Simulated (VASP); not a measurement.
# Ag (Fm-3m) in VASP: notebook

Aim: see how the results for Ag move with the level of theory and the settings. Levels: PBE+D4+U, PBE+D3(BJ). Tasks: single point.

All numbers are computed with VASP 6.6.1; they aren't measurements. Logs are shortened: lines on timing, memory, paths and dates and some standing lists are left out, and cuts for length are marked.

## (1) The cell of the first run

The structure is cubic, space group Fm-3m (No. 225). The conventional cell has a = 4.110 Å, b = 4.110 Å, c = 4.110 Å, α = 90.00°, β = 90.00°, γ = 90.00°. Ag (site symmetry m-3m) has 12 Ag at 2.91 Å within 3.8 Å.

## (2) Single point, PBE+D4+U, non-collinear spin, zero start, spin-orbit coupling

Input file INCAR:

```
PREC = Accurate
ENCUT = 630
EDIFF = 1E-6
ISMEAR = -5
SIGMA = 0.05
LREAL = False
LASPH = True
NELM = 200
ALGO = Normal
ISIF = 2
LWAVE = False
LCHARG = False
MAGMOM = 0 0 0
LORBIT = 11
LSORBIT = True
GGA_COMPAT = False
LORBMOM = True
LMAXMIX = 4
LDAU = True
LDAUTYPE = 2
LDAUL = 2
LDAUU = 4.5
LDAUJ = 0
LDAUPRINT = 1
GGA = PE
IVDW = 13
NBANDS = 30
```

Input file KPOINTS:

```
Automatic mesh
0
Gamma
  11 11 11
```

Input file POSCAR:

```
Ag
1.0
    0.0000000000      2.0550156320      2.0550156320
    2.0550156320      0.0000000000      2.0550156320
    2.0550156320      2.0550156320      0.0000000000
Ag
1
Direct
    0.0000000000      0.0000000000      0.0000000000
```

Potentials or basis: VASP PAW PBE potentials, release 64 (Ag_sv_GW).

The run is started by

```
$ cat potpaw_PBE.64/Ag_sv_GW/POTCAR > POTCAR
$ mpirun -np 1 vasp_ncl > vasp.out
```

OUTCAR:

```text
PREC = Accurate
   ENCUT = 630
   EDIFF = 1E-6
   ISMEAR = -5
   LREAL = False
   LASPH = True
   NELM = 200
   ISIF = 2
   LORBIT = 11
   LSORBIT = True
   GGA = PE
   IVDW = 13

 ion  position               nearest neighbor table
   1  0.000  0.000  0.000-

  LATTYP: Found a face centered cubic cell.
 ALAT       =     4.1100312640

  Lattice vectors:

 A1 = (   0.0000000000,   2.0550156320,   2.0550156320)
 A2 = (   2.0550156320,   0.0000000000,   2.0550156320)
 A3 = (   2.0550156320,   2.0550156320,   0.0000000000)

Analysis of symmetry for initial positions (statically):
=====================================================================
 Subroutine PRICEL returns:
 Original cell was already a primitive cell.

 Routine SETGRP: Setting up the symmetry group for a
 face centered cubic supercell.

 Subroutine GETGRP returns: Found 48 space group operations
 (whereof 48 operations were pure point group operations)
 out of a pool of 48 trial point group operations.

The static configuration has the point symmetry O_h .

Analysis of symmetry for dynamics (positions and initial velocities):
=====================================================================
 Subroutine PRICEL returns:
 Original cell was already a primitive cell.

 Routine SETGRP: Setting up the symmetry group for a
 face centered cubic supercell.

 Subroutine GETGRP returns: Found 48 space group operations
 (whereof 48 operations were pure point group operations)
 out of a pool of 48 trial point group operations.

The dynamic configuration has the point symmetry O_h .

Analysis of structural, dynamic, and magnetic symmetry:
=====================================================================
 Subroutine PRICEL returns:
 Original cell was already a primitive cell.

 Routine SETGRP: Setting up the symmetry group for a
 face centered cubic supercell.

 Subroutine GETGRP returns: Found 48 space group operations
 (whereof 48 operations were pure point group operations)
 out of a pool of 48 trial point group operations.

The overall configuration has the point symmetry O_h .

[... 212 lines left out ...]
  band No.  band energies     occupation
      1     -84.1567      1.00000
      2     -84.1567      1.00000
      3     -50.9686      1.00000
      4     -50.9686      1.00000
      5     -46.0050      1.00000
      6     -46.0050      1.00000
[... 781 lines left out ...]
     29      27.7203      0.00000
     30      27.7203      0.00000

 [... further k-points ...]

------------------------ aborting loop because EDIFF is reached ----------------------------------------

  DFT-D4 for vdW energy calculation

  Edisp (eV):   -0.55851

  FORCE on cell =-STRESS in cart. coord.  units (eV):
  Direction    XX          YY          ZZ          XY          YZ          ZX
  --------------------------------------------------------------------------------------
  -------------------------------------------------------------------------------------
  Total      -0.08688    -0.08688    -0.08688     0.00000     0.00000    -0.00000
  in kB      -8.01964    -8.01964    -8.01964     0.00000     0.00000    -0.00000
  external pressure =       -8.02 kB  Pullay stress =        0.00 kB

 VOLUME and BASIS-vectors are now :
 -----------------------------------------------------------------------------
  energy-cutoff  :      630.00
  volume of cell :       17.36
      direct lattice vectors                 reciprocal lattice vectors
     0.000000000  2.055015632  2.055015632    -0.243307152  0.243307152  0.243307152
     2.055015632  0.000000000  2.055015632     0.243307152 -0.243307152  0.243307152
     2.055015632  2.055015632  0.000000000     0.243307152  0.243307152 -0.243307152

 POSITION                                       TOTAL-FORCE (eV/Angst)
 -----------------------------------------------------------------------------------
      0.00000      0.00000      0.00000         0.000000      0.000000      0.000000
 -----------------------------------------------------------------------------------
    total drift:                                0.000000     -0.000000     -0.000000

  FREE ENERGIE OF THE ION-ELECTRON SYSTEM (eV)
  ---------------------------------------------------
  free  energy   TOTEN  =         1.1430626271 eV

  energy  without entropy=        1.1430626271  energy(sigma->0) =        1.14306263

 orbital moment (x)

 # of ion     p       d       f       tot
 ------------------------------------------------
  1         0.000  -0.000  -0.000  -0.000
 ------------------------------------------------
            0.000  -0.000  -0.000  -0.000

 orbital moment (y)

 # of ion     p       d       f       tot
 ------------------------------------------------
  1         0.000   0.000  -0.000   0.000
 ------------------------------------------------
            0.000   0.000  -0.000   0.000

 orbital moment (z)

 # of ion     p       d       f       tot
 ------------------------------------------------
  1         0.000   0.000   0.000   0.000
 ------------------------------------------------
            0.000   0.000   0.000   0.000

 Spin-Orbit-Coupling matrix elements

 Ion:    1  E_soc:     -0.7876266
 l=   1
     0.0000000    -0.1199994    -0.1199994
    -0.1199994     0.0000000    -0.1199994
    -0.1199994    -0.1199994     0.0000000
 l=   2
     0.0000000    -0.0023311     0.0000000    -0.0023311    -0.0089405
    -0.0023311     0.0000000    -0.0067054    -0.0023311    -0.0022351
     0.0000000    -0.0067054     0.0000000    -0.0067054     0.0000000
    -0.0023311    -0.0023311    -0.0067054     0.0000000    -0.0022351
    -0.0089405    -0.0022351     0.0000000    -0.0022351     0.0000000
 l=   3
     0.0000000    -0.0000000     0.0000000     0.0000000     0.0000000    -0.0000000    -0.0000000
    -0.0000000     0.0000000    -0.0000000     0.0000000    -0.0000000    -0.0000000    -0.0000000
     0.0000000    -0.0000000     0.0000000    -0.0000000    -0.0000000    -0.0000000     0.0000000
     0.0000000     0.0000000    -0.0000000     0.0000000    -0.0000000     0.0000000     0.0000000
     0.0000000    -0.0000000    -0.0000000    -0.0000000     0.0000000    -0.0000000     0.0000000
    -0.0000000    -0.0000000    -0.0000000     0.0000000    -0.0000000     0.0000000    -0.0000000
    -0.0000000    -0.0000000     0.0000000     0.0000000     0.0000000    -0.0000000     0.0000000

 total charge

# of ion       s       p       d       f       tot
--------------------------------------------------
    1        2.170   6.049   8.580   0.004  16.803

 magnetization (x)

# of ion       s       p       d       f       tot
--------------------------------------------------
    1       -0.000   0.000   0.000   0.000   0.000

 magnetization (y)

# of ion       s       p       d       f       tot
--------------------------------------------------
    1       -0.000  -0.000   0.000  -0.000  -0.000

 magnetization (z)

# of ion       s       p       d       f       tot
--------------------------------------------------
    1        0.000   0.000  -0.000   0.000   0.000
```

Run time: 68 s. Hardware: 1 thread of Intel Xeon Platinum 8259CL at 2.50GHz (Skylake/Cascade Lake), shared host; peak memory 0.25 GiB.

Results:

```yaml
Free_energy: 1.1431 eV
Pressure: -0.8 GPa
Net_moment: 0.00 μB per cell
Valence_electrons_inside_the_program's_atomic_spheres: Ag 16.80
Dispersion_energy_per_atom: -0.559 eV
```

Moments on the atoms (μB; x, y, z):
```
Ag  0.00 0.00 0.00
```

Caveat: the U is typed as a test and isn't derived for this compound. The state reached can hang on the start; a lower one may exist.

## (3) Single point, PBE+D3(BJ), non-collinear spin, zero start, spin-orbit coupling (18.41 Å³/atom)

This run uses another cell than the first one, of 18.41 Å³/atom.

Input file POSCAR:

```
Ag
1.0
    0.0000000000      2.0958320200      2.0958320200
    2.0958320200      0.0000000000      2.0958320200
    2.0958320200      2.0958320200      0.0000000000
Ag
1
Direct
    0.0000000000      0.0000000000      0.0000000000
```

Input file INCAR.step1:

```
SYSTEM = Ag
ALGO = Normal
EDIFF = 1E-6
ENCUT = 400
GGA = PE
GGA_COMPAT = .False.
ISIF = 2
ISMEAR = 0
IVDW = 12
LASPH = .True.
LCHARG = .True.
LMAXMIX = 4
LORBIT = 11
LORBMOM = .True.
LREAL = .False.
LSORBIT = .True.
LWAVE = .False.
MAGMOM = 0 0 0
NBANDS = 22
NEDOS = 2001
NELM = 200
PREC = Accurate
SIGMA = 0.15
```

Input file KPOINTS.step1:

```
k-points
0
Gamma
  8 8 8
  0 0 0
```

Input file INCAR.step2:

```
SYSTEM = Ag
ALGO = Normal
EDIFF = 1E-6
ENCUT = 400
GGA = PE
GGA_COMPAT = .False.
ICHARG = 11
ISIF = 2
ISMEAR = -5
IVDW = 12
LASPH = .True.
LCHARG = .False.
LMAXMIX = 4
LORBIT = 11
LORBMOM = .True.
LREAL = .False.
LSORBIT = .True.
LWAVE = .False.
MAGMOM = 0 0 0
NBANDS = 22
NEDOS = 2001
NELM = 200
PREC = Accurate
SIGMA = 0.15
```

Input file KPOINTS.step2:

```
k-points
0
Gamma
  12 12 12
  0 0 0
```

Potentials or basis: VASP PAW PBE potentials, release 64 (Ag).

The run is started by

```
$ cat potpaw_PBE.64/Ag/POTCAR > POTCAR
$ cp INCAR.step1 INCAR
$ cp KPOINTS.step1 KPOINTS
$ mpirun -np 1 vasp_ncl > vasp.out
$ cp INCAR.step2 INCAR
$ cp KPOINTS.step2 KPOINTS
$ mpirun -np 1 vasp_ncl > vasp.out
```

Run time: 74 s. Hardware: 1 thread of Intel Xeon 8259CL, shared host; peak memory 0.18 GiB.

The run converged. Its results:

| Property | Result |
| --- | --- |
| Net moment | 0.00 μB per cell |
| Valence electrons inside the program's atomic spheres | Ag 9.81 |
| Dispersion energy per atom | -0.544 eV |

Moments on the atoms (μB; x, y, z):
```
Ag  0.00 0.00 0.00
```
